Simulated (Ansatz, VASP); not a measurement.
**One calculation of Cd5B3ClO9, two programs**

INCAR

```
ALGO = Normal ; EDIFF = 1E-8
ENCUT = 520 ; GGA = CA
ISIF = 2 ; ISMEAR = -1
LASPH = T ; LCHARG = F
LEFG = T ; LREAL = Auto
LWAVE = F ; NBANDS = 80
NELM = 100 ; PREC = Accurate
SIGMA = 0.02
```

Contents of KPOINTS:

```
k-points
0
Gamma
  4 4 7
```

POSCAR

```
Cd5B3ClO9
1.0
    4.0860000000     -8.0305000000      0.0000000000
    4.0860000000      8.0305000000      0.0000000000
   -0.5610688069      0.0000000000      3.4284942182
Cd B Cl O
5 3 1 9
Direct
    0.9903735382      0.7342268925      0.5663853733
    0.7342268925      0.9903735382      0.5663853733
    0.3113920906      0.6630049340      0.9123212647
    0.6630049340      0.3113920906      0.9123212647
    0.2871760360      0.2871760360      0.3101155091
    0.6210621312      0.6210621312      0.9737874750
    0.9720919015      0.3689032533      0.3370023348
    0.3689032533      0.9720919015      0.3370023348
    0.0491785822      0.0491785822      0.7116196685
    0.7760194747      0.6235675177      0.0194630622
    0.6235675177      0.7760194747      0.0194630622
    0.4501900285      0.4501900285      0.8743426839
    0.1619040572      0.4552965307      0.3466027451
    0.4552965307      0.1619040572      0.3466027451
    0.1965731704      0.8359475676      0.1252643938
    0.8359475676      0.1965731704      0.1252643938
    0.9120870824      0.4534452110      0.5552081578
    0.4534452110      0.9120870824      0.5552081578
```

Input for Ansatz:

```yaml
crystal:
  lattice:
    - [4.086, -8.0305, 0.0]
    - [4.086, 8.0305, 0.0]
    - [-0.5610688069, 0.0, 3.4284942182]
  atoms:
    - { symbol: Cd, position: [0.9903735382, 0.7342268925, 0.5663853733] }
    - { symbol: Cd, position: [0.7342268925, 0.9903735382, 0.5663853733] }
    - { symbol: Cd, position: [0.3113920906, 0.663004934, 0.9123212647] }
    - { symbol: Cd, position: [0.663004934, 0.3113920906, 0.9123212647] }
    - { symbol: Cd, position: [0.287176036, 0.287176036, 0.3101155091] }
    - { symbol: B, position: [0.6210621312, 0.6210621312, 0.973787475] }
    - { symbol: B, position: [0.9720919015, 0.3689032533, 0.3370023348] }
    - { symbol: B, position: [0.3689032533, 0.9720919015, 0.3370023348] }
    - { symbol: Cl, position: [0.0491785822, 0.0491785822, 0.7116196685] }
    - { symbol: O, position: [0.7760194747, 0.6235675177, 0.0194630622] }
    - { symbol: O, position: [0.6235675177, 0.7760194747, 0.0194630622] }
    - { symbol: O, position: [0.4501900285, 0.4501900285, 0.8743426839] }
    - { symbol: O, position: [0.1619040572, 0.4552965307, 0.3466027451] }
    - { symbol: O, position: [0.4552965307, 0.1619040572, 0.3466027451] }
    - { symbol: O, position: [0.1965731704, 0.8359475676, 0.1252643938] }
    - { symbol: O, position: [0.8359475676, 0.1965731704, 0.1252643938] }
    - { symbol: O, position: [0.9120870824, 0.453445211, 0.5552081578] }
    - { symbol: O, position: [0.453445211, 0.9120870824, 0.5552081578] }
kpoints:
  mp_grid: { grid: [4, 4, 7] }
scf:
  occupations: { method: fermi_dirac, width: 0.02 }
hamiltonian:
  xc: lda
  pseudopotentials: { kind: paw }
output:
  forces: true
  stress: true
  populations: true
  efg:
    quadrupole_moments_barn: { B: 0.04059, Cl: -0.08112, O: -0.02558 }
    contact_densities: true
  write_density: true
  write_potential: true
  elf: true
  volumetric_format: npy
```

Alike in both runs: task electric field gradients; functional LDA; k mesh 4 × 4 × 7; occupations fermi-dirac, width 0.02 eV; no spin polarisation.

|  | VASP | Ansatz |
| --- | --- | --- |
| version | VASP 6.6.1 | Ansatz 0.2.0 |
| potentials or method | VASP PAW LDA potentials, release 64 (Cd, B, Cl, O) | plane-wave PAW, scalar-relativistic |
| plane-wave cutoff (eV) | 520 | 420 |
| valence electrons in the cell | 130 | 170 |

|  | VASP | Ansatz | Ansatz less VASP |
| --- | --- | --- | --- |
| gap on the k mesh at the Fermi level (eV) | 1.83 | 1.82 | -0.011 |
| pressure (GPa) | -3.9 | -5.1 | -1.21 |
| traceless stress, the component that is largest in VASP (GPa) | 0.41 | 0.55 | +0.137 |
| rms of the force components (eV/Å) | 0.051 | 0.070 | +0.0187 |
| size of Vzz on the site where it differs most (V/Å²) | 50.4 | 41.7 | -8.68 |

LDA's correlation is that of Perdew and Zunger in VASP and of Perdew and Wang (1992) in Ansatz. Atom by atom the forces differ by 0.023 eV/Å (rms over components). VASP's potentials hold 130 valence electrons a cell and Ansatz's 170, so a difference there can come from the potentials and not from the codes.
